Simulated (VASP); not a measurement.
Set up this calculation in VASP 6.6.1, as the native input.

```
Task                   : single point
Functional             : r2SCAN
Potentials or basis    : VASP PAW PBE potentials, release 64 (Hf_pv, O)
Cutoff                 : 520 eV
k mesh                 : 10 × 10 × 10
Occupations            : fermi-dirac, width 0.02 eV
Spin                   : no spin polarisation
Dipole correction      : no
Further INCAR settings : ALGO = Normal; EDIFF = 1e-06; NBANDS = 18
```

HfO2:

```
Hf O
1.0
     0.00000    2.49521    2.49521
     2.49521    0.00000    2.49521
     2.49521    2.49521    0.00000
Hf O
1 2
Direct
  0.00000 0.00000 0.00000
  0.25000 0.25000 0.25000
  0.75000 0.75000 0.75000
```

These files were run (other wordings do the same):

POSCAR

```
HfO2
1.0
    0.0000000000      2.4952089600      2.4952089600
    2.4952089600      0.0000000000      2.4952089600
    2.4952089600      2.4952089600      0.0000000000
Hf O
1 2
Direct
    0.0000000000      0.0000000000      0.0000000000
    0.2500000000      0.2500000000      0.2500000000
    0.7500000000      0.7500000000      0.7500000000
```

INCAR.step1

```
SYSTEM = HfO2
PREC     = Accurate       ! precision mode
ENCUT    = 520            ! plane-wave cutoff, eV
ISMEAR   = -1             ! smearing method
SIGMA    = 0.02           ! smearing width, eV
LREAL    = .False.        ! projectors in reciprocal space
LASPH    = .True.         ! aspherical terms in the spheres
NELM     = 80             ! most SCF steps
NBANDS   = 18             ! bands
GGA      = PE             ! functional
ALGO     = Normal         ! electronic algorithm
EDIFF    = 1E-4           ! SCF threshold, eV
LWAVE    = .True.         ! write WAVECAR
LCHARG   = .False.        ! write CHGCAR
```

INCAR.step2

```
SYSTEM = HfO2
PREC     = Accurate       ! precision mode
ENCUT    = 520            ! plane-wave cutoff, eV
EDIFF    = 1E-6           ! SCF threshold, eV
ISMEAR   = -1             ! smearing method
SIGMA    = 0.02           ! smearing width, eV
LREAL    = .False.        ! projectors in reciprocal space
LASPH    = .True.         ! aspherical terms in the spheres
NELM     = 80             ! most SCF steps
ALGO     = Normal         ! electronic algorithm
ISIF     = 2              ! what is computed and relaxed
LWAVE    = .False.        ! write WAVECAR
LCHARG   = .False.        ! write CHGCAR
METAGGA  = R2SCAN         ! meta-GGA
LMIXTAU  = .True.       
NBANDS   = 18             ! bands
ISTART   = 1
```

KPOINTS

```
regular mesh
0
Gamma
  10 10 10
  0 0 0
```

Potentials or basis: VASP PAW PBE potentials, release 64 (Hf_pv, O).

Command:

```sh
$ cat potpaw_PBE.64/Hf_pv/POTCAR potpaw_PBE.64/O/POTCAR > POTCAR
$ cp INCAR.step1 INCAR
$ mpirun -np 1 vasp_std > vasp.out
$ cp INCAR.step2 INCAR
$ mpirun -np 1 vasp_std > vasp.out
```

It gave:

```json
{
  "Pressure": "7.6 GPa",
  "Band gap on the k mesh": "4.44 eV, direct"
}
```

Caveat: the PAW data sets were made with another functional, which shifts forces and pressure a little; spin-orbit coupling is left out, which moves the levels of the heavy elements.

It took 3.9 min on 1 thread of AMD EPYC 7R13, on a shared host, peak memory 0.15 GiB.
